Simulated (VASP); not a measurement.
Wanted: the native input for a VASP 6.6.1 run.

```yaml
Task: single point
Functional: PBE
Potentials_or_basis: VASP PAW PBE potentials, release 64 (Be, H)
Cutoff: 520 eV
k_mesh: 5 × 6 × 4
Occupations: gaussian, width 0.05 eV
Spin: no spin polarisation
Dipole_correction: no
Further_INCAR_settings: LREAL = Auto; ALGO = Normal; EDIFF = 1e-06; NBANDS = 30
```

The structure of Be16H (a cell with a defect) lies in POSCAR:

```
Be16H
1.0
   -2.2900000000     -3.9663960000      0.0000000000
    3.4350000000     -1.9831980000      0.0000000000
    0.0000000000      0.0000000000      7.1768600000
Be H
16 1
Direct
    0.7499917661      0.5098818469     -0.0030797591
    0.4906764334      0.3369612904      0.2542046243
    0.7499748925      0.4984976721      0.5029961571
    0.4987343232      0.3333742649      0.7507591064
    0.4932534699     -0.0066854596     -0.0037165278
    0.2499155574      0.8310228898      0.2494121385
    0.4984268498     -0.0018385776      0.5005335202
    0.2499778493      0.8286201673      0.7464526269
    0.2499497056      0.4992212011     -0.0008241766
    0.0092283767      0.3367135321      0.2541632413
    0.2499586658      0.4992784118      0.5022352394
    0.0012036514      0.3333715755      0.7507387632
    0.0067406907     -0.0066893212     -0.0037675251
    0.7500559103      0.8239400392      0.2539382125
    0.0015274617     -0.0018553458      0.5005137344
    0.7499702376      0.8383827785      0.7480912265
    0.7497275120      0.1731318785      0.1542607770
```

These files were run (other wordings do the same):

INCAR

```
SYSTEM = Be16H
PREC = Accurate
ENCUT = 520
EDIFF = 1E-6
ISMEAR = 0
SIGMA = 0.05
LREAL = Auto
LASPH = .TRUE.
NELM = 80
ALGO = Normal
ISIF = 2
LWAVE = .FALSE.
LCHARG = .TRUE.
GGA = PE
LELF = .TRUE.
LVHAR = .TRUE.
NBANDS = 30
```

KPOINTS

```
Automatic mesh
0
G
  5 6 4
  0 0 0
```

Potentials or basis: VASP PAW PBE potentials, release 64 (Be, H).

Command:

```bash
$ cat potpaw_PBE.64/Be/POTCAR potpaw_PBE.64/H/POTCAR > POTCAR
$ mpirun -np 1 vasp_std > vasp.out
```

It gave:

```
Pressure               : 0.1 GPa
Largest force          : 0.567 eV/Å
Band gap on the k mesh : zero (an odd number of electrons rules out a gap without spin polarisation)
```

Run time: 8.9 min on 1 thread of Oxide Virtual Turin-like Processor (shared host), peak memory 0.28 GiB.
